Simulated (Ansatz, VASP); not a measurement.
One calculation of GaN, two programs

Contents of POSCAR:

```
GaN
1.0
    3.1890000000      0.0000000000      0.0000000000
   -1.5945000000      2.7617550100      0.0000000000
    0.0000000000      0.0000000000      5.1850000000
Ga N
2 2
Direct
    0.3333333300      0.6666666700      0.0000000000
    0.6666666700      0.3333333300      0.5000000000
    0.3333333300      0.6666666700      0.3770000000
    0.6666666700      0.3333333300      0.8770000000
```

INCAR.step1

```
ALGO = Normal
EDIFF = 1E-4
ENCUT = 520
GGA = PE
ISMEAR = 0
LASPH = True
LCHARG = False
LREAL = False
LWAVE = True
NBANDS = 26
NELM = 60
PREC = Accurate
SIGMA = 0.03
```

Contents of INCAR.step2:

```
ALGO = Normal
EDIFF = 1E-6
ENCUT = 520
ISIF = 2
ISMEAR = 0
ISTART = 1
LASPH = True
LCHARG = False
LMIXTAU = True
LREAL = False
LWAVE = False
METAGGA = R2SCAN
NBANDS = 26
NELM = 60
PREC = Accurate
SIGMA = 0.03
```

KPOINTS

```
k-points
0
Gamma
  8 8 5
```

Input for Ansatz:

```yaml
crystal:
  lattice:
    - [3.189, 0.0, 0.0]
    - [-1.5945, 2.76175501, 0.0]
    - [0.0, 0.0, 5.185]
  atoms:
    - { symbol: Ga, position: [0.33333333, 0.66666667, 0.0] }
    - { symbol: Ga, position: [0.66666667, 0.33333333, 0.5] }
    - { symbol: "N", position: [0.33333333, 0.66666667, 0.377] }
    - { symbol: "N", position: [0.66666667, 0.33333333, 0.877] }
scf:
  occupations: { method: gaussian, width: 0.03 }
output:
  eigenstates: { kpoints: [[0, 0, 0], [0.01, 0, 0], [0.5, 0, 0], [0.5, 0.5, 0]] }
hamiltonian:
  xc: r2scan
kpoints:
  mp_grid: { grid: [8, 8, 5] }
```

Alike in both runs: task single point; functional r2SCAN; k mesh 8 × 8 × 5; occupations gaussian, width 0.03 eV; no spin polarisation.

|  | VASP | Ansatz |
| --- | --- | --- |
| version | VASP 6.6.1 | Ansatz 0.2.0 |
| potentials or method | VASP PAW PBE potentials, release 64 (Ga_d, N) | scalar-relativistic, plane waves, PAW |
| plane-wave cutoff (eV) | 520 | 500 |
| valence electrons in the cell | 36 | 36 |

```tsv
	VASP	Ansatz	Ansatz less VASP
gap on the k mesh at the Fermi level (eV)	2.32	2.33	+0.007
least direct gap on the mesh (eV)	2.32	2.33	+0.007
```

VASP's potentials were made for PBE, not for r2SCAN.
